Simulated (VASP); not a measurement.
# BaTiO3 (Pm-3m) in VASP: notebook, part 2 of 2

VASP 6.6.1. The steps go on from the part before.

### 3 Single point, PBE0

POSCAR

```
BaTiO3
1.0
    3.9940964053      0.0000000000      0.0000000000
    0.0000000000      3.9940964053      0.0000000000
    0.0000000000      0.0000000000      3.9940964053
Ba Ti O
1 1 3
Direct
    0.0000000000      0.0000000000      0.0000000000
    0.5000000000      0.5000000000      0.5000000000
    0.5000000000      0.0000000000      0.5000000000
    0.5000000000      0.5000000000      0.0000000000
    0.0000000000      0.5000000000      0.5000000000
```

INCAR.step1

```
PREC = Accurate ; ENCUT = 520
EDIFF = 1E-5 ; ISMEAR = 0
SIGMA = 0.01 ; LREAL = F
LASPH = T ; NELM = 60
ALGO = Normal ; ISIF = 2
LWAVE = T ; LCHARG = F
GGA = PE ; NBANDS = 28
```

INCAR.step2

```
PREC = Accurate ; ENCUT = 520
EDIFF = 1E-6 ; ISMEAR = 0
SIGMA = 0.01 ; LREAL = F
LASPH = T ; NELM = 60
ALGO = Normal ; ISIF = 2
LWAVE = F ; LCHARG = F
GGA = PE ; LHFCALC = T
AEXX = 0.25 ; PRECFOCK = Fast
ISTART = 1 ; NBANDS = 28
```

KPOINTS

```
Automatic mesh
0
Gamma
  4 4 4
```

Potentials or basis: VASP PAW PBE potentials, release 64 (Ba_sv, Ti_sv, O).

Launch:

```bash
$ cat potpaw_PBE.64/Ba_sv/POTCAR potpaw_PBE.64/Ti_sv/POTCAR potpaw_PBE.64/O/POTCAR > POTCAR
$ cp INCAR.step1 INCAR
$ mpirun -np 1 vasp_std > vasp.out
$ cp INCAR.step2 INCAR
$ mpirun -np 1 vasp_std > vasp.out
```

OUTCAR:

```text
PREC = Accurate
   ENCUT = 520
   EDIFF = 1E-6
   ISMEAR = 0
   LREAL = F
   LASPH = T
   NELM = 60
   ISIF = 2
   GGA = PE
   LHFCALC = T
   AEXX = 0.25
   PRECFOCK = Fast
   ISTART = 1

 ion  position               nearest neighbor table
   1  0.000  0.000  0.000-   3 2.82   4 2.82   5 2.82   3 2.82   5 2.82   4 2.82   5 2.82   5 2.82
                             3 2.82   4 2.82   3 2.82   4 2.82   2 3.46   2 3.46   2 3.46   2 3.46
   2  0.500  0.500  0.500-   3 2.00   4 2.00   5 2.00   4 2.00   3 2.00   5 2.00   1 3.46   1 3.46
                             1 3.46   1 3.46   1 3.46   1 3.46   1 3.46   1 3.46
   3  0.500  0.000  0.500-   2 2.00   2 2.00   1 2.82   1 2.82   1 2.82   1 2.82
   4  0.500  0.500  0.000-   2 2.00   2 2.00   1 2.82   1 2.82   1 2.82   1 2.82
   5  0.000  0.500  0.500-   2 2.00   2 2.00   1 2.82   1 2.82   1 2.82   1 2.82

  LATTYP: Found a simple cubic cell.
 ALAT       =     3.9940964053

  Lattice vectors:

 A1 = (   3.9940964053,   0.0000000000,   0.0000000000)
 A2 = (   0.0000000000,   3.9940964053,   0.0000000000)
 A3 = (   0.0000000000,   0.0000000000,   3.9940964053)
[... 174 lines left out ...]

 E-fermi :   2.5781     XC(G=0):  -8.8891

 val. band max:        2.4500903072   @ k =   0.5000   0.5000   0.5000
 cond. band min:       6.3543652792   @ k =   0.0000   0.0000   0.0000
 fundamental gap:      3.9042749720
 Fermi energy:         2.5781478869

 k-point     1 :       0.0000    0.0000    0.0000
  band No.  band energies     occupation
      1     -58.6480      2.00000
      2     -33.1824      2.00000
      3     -33.1824      2.00000
      4     -33.1824      2.00000
      5     -23.6789      2.00000
      6     -16.0951      2.00000
[... 299 lines left out ...]
     27      12.7964      0.00000
     28      12.7964      0.00000

------------------------ aborting loop because EDIFF is reached ----------------------------------------

  FORCE on cell =-STRESS in cart. coord.  units (eV):
  Direction    XX          YY          ZZ          XY          YZ          ZX
  --------------------------------------------------------------------------------------
  -------------------------------------------------------------------------------------
  Total       -0.3062338     -0.3062338     -0.3062338      0.0000000      0.0000000     -0.0000000
  in kB       -7.7003078     -7.7003078     -7.7003078      0.0000000      0.0000000     -0.0000000
  external PRESSURE =      -7.7003078 kB  Pullay stress =       0.0000000 kB

 VOLUME and BASIS-vectors are now :
 -----------------------------------------------------------------------------
  energy-cutoff  :      520.00
  volume of cell :       63.72
      direct lattice vectors                 reciprocal lattice vectors
     3.994096405  0.000000000  0.000000000     0.250369520  0.000000000  0.000000000
     0.000000000  3.994096405  0.000000000     0.000000000  0.250369520  0.000000000
     0.000000000  0.000000000  3.994096405     0.000000000  0.000000000  0.250369520

 POSITION                                       TOTAL-FORCE (eV/Angst)
 -----------------------------------------------------------------------------------
      0.00000      0.00000      0.00000         0.000000      0.000000      0.000000
      1.99705      1.99705      1.99705         0.000000      0.000000      0.000000
      1.99705      0.00000      1.99705         0.000000      0.000000      0.000000
      1.99705      1.99705      0.00000         0.000000      0.000000      0.000000
      0.00000      1.99705      1.99705         0.000000      0.000000      0.000000
 -----------------------------------------------------------------------------------
    total drift:                               -0.000001     -0.000008     -0.000002

  FREE ENERGIE OF THE ION-ELECTRON SYSTEM (eV)
  ---------------------------------------------------
  free  energy   TOTEN  =       -51.1526297833 eV

  energy  without entropy=      -51.1526297833  energy(sigma->0) =      -51.15262978
```

OUTCAR.step1:

```text
PREC = Accurate
   ENCUT = 520
   EDIFF = 1E-5
   ISMEAR = 0
   LREAL = F
[... 528 lines left out ...]
      1.99705      1.99705      1.99705         0.000000      0.000000      0.000000
      1.99705      0.00000      1.99705         0.000000      0.000000      0.000000
      1.99705      1.99705      0.00000         0.000000      0.000000      0.000000
      0.00000      1.99705      1.99705         0.000000      0.000000      0.000000
 -----------------------------------------------------------------------------------
    total drift:                                0.000000      0.000000     -0.000000

  FREE ENERGIE OF THE ION-ELECTRON SYSTEM (eV)
  ---------------------------------------------------
  free  energy   TOTEN  =       -39.9378946534 eV

  energy  without entropy=      -39.9378946534  energy(sigma->0) =      -39.93789465
```

It took 13 min on 1 thread of Intel Xeon Platinum 8259CL at 2.50GHz (Skylake/Cascade Lake), shared host; peak memory 0.19 GiB.

What came out:

| Property | Result |
| --- | --- |
| Free energy | -51.1526 eV |
| Pressure | -0.8 GPa |
| Band gap on the k mesh | 3.90 eV (least direct gap 4.01 eV) |

Caveat: the PAW data sets were made with another functional, which shifts forces and pressure a little; spin-orbit coupling is left out, which moves the levels of the heavy elements.

### 4 Single point, PBE

INCAR

```
SYSTEM = BaTiO3
PREC = Accurate
ENCUT = 1340
EDIFF = 1E-6
ISMEAR = -1
SIGMA = 0.02
LREAL = .False.
LASPH = .True.
NELM = 120
ALGO = Normal
ISIF = 2
LWAVE = .False.
LCHARG = .False.
GGA = PE
NBANDS = 28
GGA_COMPAT = .False.
```

KPOINTS

```
Automatic mesh
0
Gamma
  6 6 6
  0 0 0
```

POSCAR is that of step 3.

Potentials or basis: VASP PAW PBE potentials, release 64 (Ba_sv, Ti_sv, O_h).

Launch:

```bash
$ cat potpaw_PBE.64/Ba_sv/POTCAR potpaw_PBE.64/Ti_sv/POTCAR potpaw_PBE.64/O_h/POTCAR > POTCAR
$ mpirun -np 1 vasp_std > vasp.out
```

OUTCAR:

```text
SYSTEM = BaTiO3
   PREC = Accurate
   ENCUT = 1340
   EDIFF = 1E-6
   ISMEAR = -1
   LREAL = .False.
   LASPH = .True.
   NELM = 120
   ISIF = 2
   GGA = PE

 ion  position               nearest neighbor table
   1  0.000  0.000  0.000-   3 2.82   4 2.82   5 2.82   3 2.82   5 2.82   4 2.82   5 2.82   5 2.82
                             3 2.82   4 2.82   3 2.82   4 2.82   2 3.46   2 3.46   2 3.46   2 3.46
   2  0.500  0.500  0.500-   3 2.00   4 2.00   5 2.00   4 2.00   3 2.00   5 2.00   1 3.46   1 3.46
                             1 3.46   1 3.46   1 3.46   1 3.46   1 3.46   1 3.46
   3  0.500  0.000  0.500-   2 2.00   2 2.00   1 2.82   1 2.82   1 2.82   1 2.82
   4  0.500  0.500  0.000-   2 2.00   2 2.00   1 2.82   1 2.82   1 2.82   1 2.82
   5  0.000  0.500  0.500-   2 2.00   2 2.00   1 2.82   1 2.82   1 2.82   1 2.82

  LATTYP: Found a simple cubic cell.
 ALAT       =     3.9940964053

  Lattice vectors:

 A1 = (   3.9940964053,   0.0000000000,   0.0000000000)
 A2 = (   0.0000000000,   3.9940964053,   0.0000000000)
 A3 = (   0.0000000000,   0.0000000000,   3.9940964053)

Analysis of symmetry for initial positions (statically):
=====================================================================
[... 176 lines left out ...]
 cond. band min:       6.0012546478   @ k =   0.0000   0.0000   0.0000
 fundamental gap:      1.7606692125
 Fermi energy:         4.8210395002

 k-point     1 :       0.0000    0.0000    0.0000
  band No.  band energies     occupation
      1     -52.3703      2.00000
      2     -28.5842      2.00000
      3     -28.5842      2.00000
      4     -28.5842      2.00000
      5     -20.5530      2.00000
      6     -12.6628      2.00000
[... 609 lines left out ...]
     27      11.9821      0.00000
     28      11.9821      0.00000

------------------------ aborting loop because EDIFF is reached ----------------------------------------

  FORCE on cell =-STRESS in cart. coord.  units (eV):
  Direction    XX          YY          ZZ          XY          YZ          ZX
  --------------------------------------------------------------------------------------
  -------------------------------------------------------------------------------------
  Total        1.8459455      1.8459455      1.8459455     -0.0000000     -0.0000000      0.0000000
  in kB       46.4166545     46.4166545     46.4166545     -0.0000000     -0.0000000      0.0000000
  external PRESSURE =      46.4166545 kB  Pullay stress =       0.0000000 kB

 VOLUME and BASIS-vectors are now :
 -----------------------------------------------------------------------------
  energy-cutoff  :     1340.00
  volume of cell :       63.72
      direct lattice vectors                 reciprocal lattice vectors
     3.994096405  0.000000000  0.000000000     0.250369520  0.000000000  0.000000000
     0.000000000  3.994096405  0.000000000     0.000000000  0.250369520  0.000000000
     0.000000000  0.000000000  3.994096405     0.000000000  0.000000000  0.250369520

 POSITION                                       TOTAL-FORCE (eV/Angst)
 -----------------------------------------------------------------------------------
      0.00000      0.00000      0.00000         0.000000      0.000000      0.000000
      1.99705      1.99705      1.99705         0.000000      0.000000      0.000000
      1.99705      0.00000      1.99705         0.000000      0.000000      0.000000
      1.99705      1.99705      0.00000         0.000000      0.000000      0.000000
      0.00000      1.99705      1.99705         0.000000      0.000000      0.000000
 -----------------------------------------------------------------------------------
    total drift:                                0.000000     -0.000000     -0.000000

  FREE ENERGIE OF THE ION-ELECTRON SYSTEM (eV)
  ---------------------------------------------------
  free  energy   TOTEN  =       -39.9820723277 eV

  energy  without entropy=      -39.9820723277  energy(sigma->0) =      -39.98207233
```

stdout:

```text
POSCAR found type information on POSCAR BaTiO
 POSCAR found :  3 types and       5 ions
 scaLAPACK will be used
 LDA part: xc-table for (Slater+PW92), standard interpolation
 POSCAR, INCAR and KPOINTS ok, starting setup
 FFT: planning ... GRIDC
 FFT: planning ... GRID_SOFT
 FFT: planning ... GRID
 WAVECAR not read
 entering main loop
```

Wall time 91 s (1 thread of Intel Xeon Platinum 8488C (Sapphire Rapids), shared host); peak memory 0.41 GiB.

Results:

```yaml
Free_energy: -39.9821 eV
Pressure: 4.6 GPa
Band_gap_on_the_k_mesh: 1.76 eV (least direct gap 1.90 eV)
```

Levels at points of the mesh, in eV from the valence-band top:
| k point | band 18 | band 19 | band 20 | band 21 | band 22 | band 23 |
| --- | --- | --- | --- | --- | --- | --- |
| (0.00, 0.00, 0.00) | -0.14 | -0.14 | -0.14 | 1.76 | 1.76 | 1.76 |
| (0.50, 0.00, 0.00) | -1.84 | -0.71 | -0.71 | 1.92 | 3.52 | 3.52 |
| (0.50, 0.50, 0.00) | -0.87 | -0.87 | -0.09 | 3.53 | 3.53 | 3.94 |
| (0.50, 0.50, 0.50) | 0.00 | 0.00 | 0.00 | 4.20 | 4.20 | 4.20 |

Caveat: the cell stands under pressure; spin-orbit coupling is left out, which moves the levels of the heavy elements. A k mesh can miss the band edges.

### 5 Overview

```tsv
level	potentials or basis	k mesh	cutoff (eV)	smearing	grid for exact exchange (PRECFOCK)	share of exact exchange	gap on the mesh (eV)	pressure (GPa)
r2SCAN	VASP PAW PBE potentials, release 64 (Ba_sv, Ti_sv, O_h)	6 × 6 × 6	1480	gaussian 0.01 eV	-	-	2.16	1.7
PBE0	VASP PAW PBE potentials, release 64 (Ba_sv, Ti_sv, O)	4 × 4 × 4	520	gaussian 0.01 eV	Fast	0.25	3.90	-0.8
PBE	VASP PAW PBE potentials, release 64 (Ba_sv, Ti_sv, O_h)	6 × 6 × 6	1340	fermi-dirac 0.02 eV	-	-	1.76	4.6
```

Alike in all rows: task single point; no spin polarisation; cell as given.

Caveats: spin-orbit coupling is left out, which moves the levels of the heavy elements; the PAW data sets were made with another functional, which shifts forces and pressure a little (at least some runs); the cell stands under pressure (at least some runs).

Total energies depend on the potentials used, so only differences within one code and one set of settings carry meaning.
